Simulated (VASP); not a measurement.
**C11O: single point with PBE+D3(BJ)**

The system is C11O, a slab with vacuum.

```xyz
12
Lattice="3.6473 0.0000 0.0000 -1.6659 3.9310 0.0000 0.0000 0.0000 23.5810" Properties=species:S:1:pos:R:3 pbc="T T T"
C     1.2689    1.3106    4.0000
C     0.7125    2.6204    4.0000
C     0.4360    3.2761    5.2325
C     1.5455    0.6549    5.2325
C     1.2651    1.3181    6.4645
C     0.7163    2.6129    6.4645
C     0.4304    3.2889    7.7020
C     1.5511    0.6421    7.7020
C     1.2324    1.3933    8.8310
C     0.7491    2.5377    8.8310
C     1.8066    4.3415   12.9810
O     1.8066    4.3415   11.8310
```

```yaml
Program: VASP 6.6.1
Task: single point
Functional: PBE
Dispersion: D3(BJ)
Potentials_or_basis: VASP PAW PBE potentials, release 64 (C, O)
Cutoff: 520 eV
k_mesh: 8 × 7 × 1
Occupations: gaussian, width 0.05 eV
Spin: no spin polarisation
Dipole_correction: yes
Further_INCAR_settings: ALGO = Normal; EDIFF = 1e-06; NBANDS = 37
```

| Quantity | Value |
| --- | --- |
| Largest force | 6.774 eV/Å |
| Band gap on the k mesh | zero (bands 25 and 26 overlap by 0.73 eV) |
| Dispersion energy per atom | -0.107 eV |

Forces in eV/Å, atoms in the order of the input:
```
C   -2.625  6.141  1.136
C    2.625 -6.140  1.135
C   -0.162  0.381 -1.175
C    0.162 -0.382 -1.175
C    0.006 -0.005  0.002
C   -0.007  0.008  0.001
C   -0.002  0.018  0.013
C    0.007 -0.022  0.019
C    0.035 -0.048  0.020
C   -0.029  0.060  0.039
C    0.001  0.001 -0.724
O   -0.010 -0.011  0.710
```

Levels at points of the mesh, in eV from the Fermi level:
```tsv
k point	band 23	band 24	band 25	band 26	band 27	band 28
(0.00, 0.00, 0.00)	-1.38	-1.33	0.62	0.68	1.27	1.75
(0.50, 0.00, 0.00)	-1.07	-0.76	0.08	1.12	1.29	1.93
```

Wall time 15 min on 1 thread of AMD EPYC 7R43 64-Core Processor (Zen 3) (shared host), peak memory 0.49 GiB.
